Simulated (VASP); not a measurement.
# LiAl4O in VASP: relaxation of cell and atoms with PBE

Aim: the relaxation of cell and atoms of LiAl4O with PBE.

Everything below comes from runs of VASP 6.6.1. Logs are shortened: lines on timing, memory, paths and dates and some standing lists are left out, and cuts for length are marked.

## Step 1: The cell of the first run

The cell holds a slab with vacuum, 6 atoms: a = 2.649 Å, b = 2.649 Å, c = 18.167 Å, α = 90.00°, β = 90.00°, γ = 120.00°.

The cell was generated, and may not be a known phase.

## Step 2: Relaxation of cell and atoms, PBE

The input, INCAR:

```
SYSTEM = LiAl4O
PREC = Accurate
ENCUT = 1340
EDIFF = 1E-7
ISMEAR = 0
SIGMA = 0.1
LREAL = .FALSE.
LASPH = .TRUE.
NELM = 120
ALGO = Normal
ISIF = 3
LWAVE = .FALSE.
LCHARG = .FALSE.
GGA = PE
IBRION = 2
NSW = 90
EDIFFG = -0.04
GGA_COMPAT = .FALSE.
NELMIN = 4
```

The input, KPOINTS:

```
regular mesh
0
G
  6 6 1
  0 0 0
```

The input, POSCAR:

```
LiAl4O
1.0
    2.6488649800      0.0000000000      0.0000000000
   -1.3244324900      2.2939843600      0.0000000000
    0.0000000000      0.0000000000     18.1674323100
Li Al O
1 4 1
Direct
    0.0000000000      0.0000000000      0.4512646800
    0.6666666700      0.3333333300      0.5238521700
    0.0000000000      0.0000000000      0.0776229500
    0.0000000000      0.0000000000      0.2236593100
    0.6666666700      0.3333333300      0.3785826000
    0.6666666700      0.3333333300      0.1506222900
```

Potentials or basis: VASP PAW PBE potentials, release 64 (Li_sv, Al, O_h).

Run with:

```console
$ cat potpaw_PBE.64/Li_sv/POTCAR potpaw_PBE.64/Al/POTCAR potpaw_PBE.64/O_h/POTCAR > POTCAR
$ mpirun -np 1 vasp_std > vasp.out
```

OUTCAR:

```text
SYSTEM = LiAl4O
   PREC = Accurate
   ENCUT = 1340
   EDIFF = 1E-7
   ISMEAR = 0
   LREAL = .FALSE.
   LASPH = .TRUE.
   NELM = 120
   ISIF = 3
   GGA = PE
   IBRION = 2
   NSW = 90
   EDIFFG = -0.04
   NELMIN = 4

 ion  position               nearest neighbor table
   1  0.000  0.000  0.451-   2 2.02   2 2.02   2 2.02   5 2.02   5 2.02   5 2.02
   2  0.667  0.333  0.524-   1 2.02   1 2.02   1 2.02   5 2.64
   3  0.000  0.000  0.078-   6 2.02   6 2.02   6 2.02   4 2.65
   4  0.000  0.000  0.224-   6 2.02   6 2.02   6 2.02   3 2.65   5 3.20   5 3.20   5 3.20
   5  0.667  0.333  0.379-   1 2.02   1 2.02   1 2.02   2 2.64   4 3.20   4 3.20   4 3.20
   6  0.667  0.333  0.151-   3 2.02   3 2.02   3 2.02   4 2.02   4 2.02   4 2.02

  LATTYP: Found a hexagonal cell.
 ALAT       =     2.6488649800
 C/A-ratio  =     6.8585724252

  Lattice vectors:

 A1 = (   2.6488649800,   0.0000000000,   0.0000000000)
 A2 = (  -1.3244324900,   2.2939843600,   0.0000000000)
 A3 = (   0.0000000000,   0.0000000000,  18.1674323100)

Analysis of symmetry for initial positions (statically):
=====================================================================
 Subroutine PRICEL returns:
 Original cell was already a primitive cell.

 Routine SETGRP: Setting up the symmetry group for a
 hexagonal supercell.

 Subroutine GETGRP returns: Found  6 space group operations
 (whereof  6 operations were pure point group operations)
 out of a pool of 24 trial point group operations.

The static configuration has the point symmetry C_3v.

Analysis of symmetry for dynamics (positions and initial velocities):
=====================================================================
 Subroutine PRICEL returns:
 Original cell was already a primitive cell.

 Routine SETGRP: Setting up the symmetry group for a
 hexagonal supercell.

 Subroutine GETGRP returns: Found  6 space group operations
 (whereof  6 operations were pure point group operations)
 out of a pool of 24 trial point group operations.

The dynamic configuration has the point symmetry C_3v.

 Subroutine INISYM returns: Found  6 space group operations
 (whereof  6 operations are pure point group operations),
 and found     1 'primitive' translations

----------------------------------------------------------------------------------------

                                     Primitive cell

  volume of cell :     110.3936

  direct lattice vectors                    reciprocal lattice vectors
     2.648864980  0.000000000  0.000000000     0.377520186  0.217961381  0.000000000
    -1.324432490  2.293984360  0.000000000     0.000000000  0.435922763  0.000000000
     0.000000000  0.000000000 18.167432310     0.000000000  0.000000000  0.055043552

  length of vectors
     2.648864980  2.648864977 18.167432310     0.435922762  0.435922763  0.055043552

  position of ions in fractional coordinates (direct lattice)
     0.000000000  0.000000000  0.451264680
     0.666666670  0.333333330  0.523852170
     0.000000000  0.000000000  0.077622950
     0.000000000  0.000000000  0.223659310
     0.666666670  0.333333330  0.378582600
     0.666666670  0.333333330  0.150622290

  ion indices of the primitive-cell ions
   primitive index   ion index
                 1           1
                 2           2
                 3           3
                 4           4
                 5           5
                 6           6

----------------------------------------------------------------------------------------

 KPOINTS: regular mesh

Automatic generation of k-mesh.
 Grid dimensions read from file:
 generate k-points for:    6    6    1

 Generating k-lattice:

  Cartesian coordinates                     Fractional coordinates (reciprocal lattice)
     0.062920031  0.036326897  0.000000000     0.166666667  0.000000000  0.000000000
     0.000000000  0.072653794  0.000000000     0.000000000  0.166666667  0.000000000
     0.000000000  0.000000000  0.055043552     0.000000000  0.000000000  1.000000000

  Length of vectors
     0.072653794  0.072653794  0.055043552

  Shift w.r.t. Gamma in fractional coordinates (k-lattice)
     0.000000000  0.000000000  0.000000000

 Subroutine IBZKPT returns following result:
 ===========================================

 Found      7 irreducible k-points:

 Following reciprocal coordinates:
            Coordinates               Weight
  0.000000  0.000000  0.000000      1.000000
  0.166667  0.000000  0.000000      6.000000
  0.333333 -0.000000  0.000000      6.000000
  0.500000 -0.000000  0.000000      3.000000
  0.166667  0.166667  0.000000      6.000000
  0.333333  0.166667  0.000000     12.000000
  0.333333  0.333333  0.000000      2.000000
   k-points           NKPTS =      7   k-points in BZ     NKDIM =      7   number of bands    NBANDS=     14
   number of dos      NEDOS =    301   number of ions     NIONS =      6
   total plane-waves  NPLWV = 229376
   dimension x,y,z NGX =    32 NGY =   32 NGZ =  224
   dimension x,y,z NGXF=    64 NGYF=   64 NGZF=  448
   ions per type =               1   4   1
   NGX,Y,Z   is equivalent  to a cutoff of  20.08, 20.08, 20.50 a.u.
   NGXF,Y,Z  is equivalent  to a cutoff of  40.17, 40.17, 41.00 a.u.
 SYSTEM =  LiAl4O
   PREC   = accura    normal or accurate (medium, high low for compatibility)
   ISTART =      0    job   : 0-new  1-cont  2-samecut
   ICHARG =      2    charge: 1-file 2-atom 10-const
   ISPIN  =      1    spin polarized calculation?
   LNONCOLLINEAR =      F non collinear calculations
   LSORBIT =      F    spin-orbit coupling
   LASPH  =      T    aspherical Exc in radial PAW
   ENCUT  = 1340.0 eV  98.49 Ry    9.92 a.u.   7.91  7.91 54.23*2*pi/ulx,y,z
   NELM   =    120;   NELMIN=  4; NELMDL= -5     # of ELM steps
   EDIFF  = 0.1E-06   stopping-criterion for ELM
   LREAL  =      F    real-space projection
   EDIFFG = -.4E-01   stopping-criterion for IOM
   NSW    =     90    number of steps for IOM
   IBRION =      2    ionic relax: 0-MD 1-quasi-New 2-CG
   NFREE  =      1    steps in history (QN), initial steepest desc. (CG)
   ISIF   =      3    stress and relaxation
   ISYM   =      2    0-nonsym 1-usesym 2-fastsym
   POTIM  = 0.5000    time-step for ionic-motion
   TEBEG  =    0.0;   TEEND  =   0.0 temperature during run
   PSTRESS=    0.0 pullay stress
   NELECT =      21.0000    total number of electrons
   NUPDOWN=      -1.0000    fix difference up-down
   EMIN   =  10.00;   EMAX   =-10.00  energy-range for DOS
   EFERMI =   0.00;   METHOD = LEGACY
   ISMEAR =     0;   SIGMA  =   0.10  broadening in eV -4-tet -1-fermi 0-gaus
   EFERMI_NEDOS =   21; number of points for ismear=-14 and -15
   IALGO  =     38    algorithm
   IMIX   =      4    mixing-type and parameters
     AMIX     =   0.40;   BMIX     =  1.00
     AMIX_MAG =   1.60;   BMIX_MAG =  1.00
  volume/ion in A,a.u.               =      18.40       124.16
  Fermi-wavevector in a.u.,A,eV,Ry     =   0.941528  1.779230 12.061229  0.886475
  Thomas-Fermi vector in A             =   2.069048
   LORBIT       =      0    0 simple, 1 ext, 2 COOP (PROOUT), +10 PAW based schemes
   GGA     = PE    functional components
   LHFCALC =     F    Hartree Fock is set to
   AEXX    =    0.0000 exact exchange contribution
   IVDW    =     0    specifies the selected vdW correction
   LEPSILON=     F    determine dielectric tensor
   LRPA    =     F    only Hartree local field effects (RPA)
 conjugate gradient relaxation of ions
 non-spin polarized calculation
 Gauss-broadening in eV      SIGMA  =   0.10
  energy-cutoff  :     1340.00
  volume of cell :      110.39
 maximum number of plane-waves:     12360
 NGX is ok and might be reduce to    32
   NGX = 15   NGY = 15   NGZ =109

--------------------------------------- Ionic step        1  -------------------------------------------

 number of electron      21.0000000 magnetization

 Free energy of the ion-electron system (eV)
  ---------------------------------------------------
  ext. energy  EPLUGINS =         0.00000000
  ---------------------------------------------------
  free energy    TOTEN  =       -19.54016113 eV

  energy without entropy =      -19.51725723  energy(sigma->0) =      -19.52870918

 E-fermi :   4.7369     XC(G=0):  -7.4173

 val. band max:        4.7026305201   @ k =   0.3333   0.1667   0.0000
 cond. band min:       5.0810216094   @ k =   0.3333   0.1667   0.0000
 fundamental gap:      0.3783910893
 Fermi energy:         4.7369121290

 k-point     1 :       0.0000    0.0000    0.0000
  band No.  band energies     occupation
      1     -42.3617      2.00000
      2     -19.4764      2.00000
      3      -7.5427      2.00000
      4      -5.8669      2.00000
      5      -4.8527      2.00000
      6      -2.6123      2.00000
      7      -1.0991      2.00000
      8      -1.0991      2.00000
      9      -0.2643      2.00000
     10       1.8760      2.00000
     11       4.5021      1.99910
     12       6.4469      0.00000
     13       8.0524      0.00000
     14       8.1980      0.00000
[... 213 lines left out ...]
  FREE ENERGIE OF THE ION-ELECTRON SYSTEM (eV)
  ---------------------------------------------------
  free  energy   TOTEN  =       -23.0390182729 eV

  energy  without entropy=      -23.0169952052  energy(sigma->0) =      -23.02800674

[... ionic steps 4 to 56 ...]

--------------------------------------- Ionic step       57  -------------------------------------------

 number of electron      20.9999998 magnetization

------------------------ aborting loop because EDIFF is reached ----------------------------------------

  FORCE on cell =-STRESS in cart. coord.  units (eV):
  Direction    XX          YY          ZZ          XY          YZ          ZX
  --------------------------------------------------------------------------------------
  -------------------------------------------------------------------------------------
  Total       -0.1269792     -0.1269792      0.1174430     -0.0000000      0.0000000     -0.0000000
  in kB       -1.3800986     -1.3800986      1.2764530     -0.0000000      0.0000000     -0.0000000
  external PRESSURE =      -0.4945814 kB  Pullay stress =       0.0000000 kB
[... 65 lines left out ...]
  energy  without entropy=      -24.7208242882  energy(sigma->0) =      -24.73049887

--------------------------------------- Ionic step       59  -------------------------------------------

 number of electron      20.9999998 magnetization

 Free energy of the ion-electron system (eV)
  ---------------------------------------------------
  ext. energy  EPLUGINS =         0.00000000
  ---------------------------------------------------
  free energy    TOTEN  =       -24.74057950 eV

  energy without entropy =      -24.72157323  energy(sigma->0) =      -24.73107637

 E-fermi :   2.4495     XC(G=0):  -6.8367

 val. band max:        2.2670745469   @ k =   0.3333  -0.0000   0.0000
 cond. band min:       2.4821979485   @ k =   0.3333   0.1667   0.0000
 fundamental gap:      0.2151234016
 Fermi energy:         2.4494617864

 k-point     1 :       0.0000    0.0000    0.0000
  band No.  band energies     occupation
      1     -43.3749      2.00000
      2     -18.8548      2.00000
      3      -7.3215      2.00000
      4      -6.2329      2.00000
      5      -6.0790      2.00000
      6      -4.3990      2.00000
      7      -1.9580      2.00000
      8      -1.9580      2.00000
      9      -1.3846      2.00000
     10      -0.1492      2.00000
     11       0.8641      2.00000
     12       3.6137      0.00000
     13       5.4289      0.00000
     14       5.6793      0.00000
[... 133 lines left out ...]
  FREE ENERGIE OF THE ION-ELECTRON SYSTEM (eV)
  ---------------------------------------------------
  free  energy   TOTEN  =       -24.7405794990 eV

  energy  without entropy=      -24.7215732329  energy(sigma->0) =      -24.73107637

 reached required accuracy - stopping structural energy minimisation
```

Run time: 53 min. Hardware: 1 thread of AMD EPYC 7R43 (Zen 3), shared host; peak memory 0.55 GiB.

Results:

```
Free energy                           : -24.7406 eV
Relaxed cell                          : a = 2.820 Å, b = 2.820 Å, c = 21.389 Å, α = 90.00°, β = 90.00°, γ = 120.00°
Space group after relaxing (to 0.1 Å) : P3m1 (No. 156)
Energy gained by relaxing             : 866.7 meV/atom
Ionic steps                           : 59
Largest force after relaxing          : 0.029 eV/Å
Band gap on the k mesh                : zero (an odd number of electrons rules out a gap without spin polarisation)
```

Forces in eV/Å, atoms in the order of the input:
```
Li   0.000  0.000  0.003
Al   0.000  0.000 -0.013
Al   0.000  0.000 -0.029
Al   0.000  0.000  0.002
Al   0.000  0.000  0.011
O    0.000  0.000  0.027
```

Step by step:
| step | energy change (eV) | largest force (eV/Å) | pressure (GPa) | volume (Å³) |
| --- | --- | --- | --- | --- |
| 1 | 0.0000 | 5.9194 | 24.75 | 110.39 |
| 3 | -3.4989 | 2.0296 | -1.68 | 145.52 |
| 5 | -3.9520 | 1.7128 | -1.15 | 143.24 |
| 7 | -4.5176 | 1.3754 | 0.51 | 139.97 |
| 9 | -4.7303 | 0.7162 | 0.76 | 139.82 |
| 11 | -4.8005 | 0.3745 | -0.45 | 142.00 |
| 13 | -4.8095 | 0.0761 | 0.14 | 140.64 |
| 15 | -4.8109 | 0.0689 | -0.11 | 141.52 |
| 17 | -4.8131 | 0.0654 | -0.04 | 141.25 |
| 19 | -4.8138 | 0.1346 | 0.10 | 140.82 |
| 21 | -4.8166 | 0.1910 | 0.17 | 140.73 |
| 23 | -4.8235 | 0.4180 | 0.67 | 140.36 |
| 25 | -4.8250 | 0.3850 | 0.55 | 140.43 |
| 27 | -4.8262 | 0.3823 | 0.56 | 140.59 |
| 29 | -4.8306 | 0.3112 | 0.35 | 141.05 |
| 31 | -4.8372 | 0.2623 | -0.54 | 143.14 |
| 33 | -4.8409 | 0.2371 | -0.39 | 142.77 |
| 35 | -4.8735 | 0.2972 | -0.44 | 142.81 |
| 37 | -4.8994 | 0.8412 | 0.27 | 142.77 |
| 39 | -4.9306 | 0.5353 | -0.31 | 142.72 |
| 41 | -4.9541 | 0.4618 | 0.11 | 141.83 |
| 43 | -4.9734 | 0.5601 | 0.89 | 140.66 |
| 45 | -5.0024 | 0.7760 | 2.09 | 140.99 |
| 47 | -5.0492 | 0.6340 | 1.15 | 141.92 |
| 49 | -5.0921 | 1.3277 | -2.01 | 151.37 |
| 51 | -5.1563 | 0.5008 | -0.62 | 147.16 |
| 53 | -5.1751 | 0.2429 | 0.12 | 146.57 |
| 55 | -5.1980 | 0.1337 | 0.04 | 147.12 |
| 57 | -5.2000 | 0.0500 | -0.05 | 147.41 |
| 59 | -5.2004 | 0.0292 | 0.07 | 147.27 |

Final structure:
```
CELL_PARAMETERS angstrom
2.81964 0.00000 0.00000
-1.40982 2.44188 0.00000
0.00000 0.00000 21.38891
ATOMIC_POSITIONS crystal
Li 0.00000 0.00000 0.44416
Al 0.66667 0.33333 0.55716
Al 0.00000 0.00000 0.04931
Al 0.00000 0.00000 0.22821
Al 0.66667 0.33333 0.33740
O 0.66667 0.33333 0.18937
```

Caveat: the k points lie up to 0.43 Å⁻¹ apart in the final cell, too coarse for converged energies and pressures of a metal; the volume moved by over 15 % at a fixed basis, so the end points are rough; there is no dipole correction, which matters where the two faces differ; the relaxation moved the vacuum too, so the length across it says nothing of the material.

The gap in the log of VASP goes by the Fermi energy; the results here count the filled bands.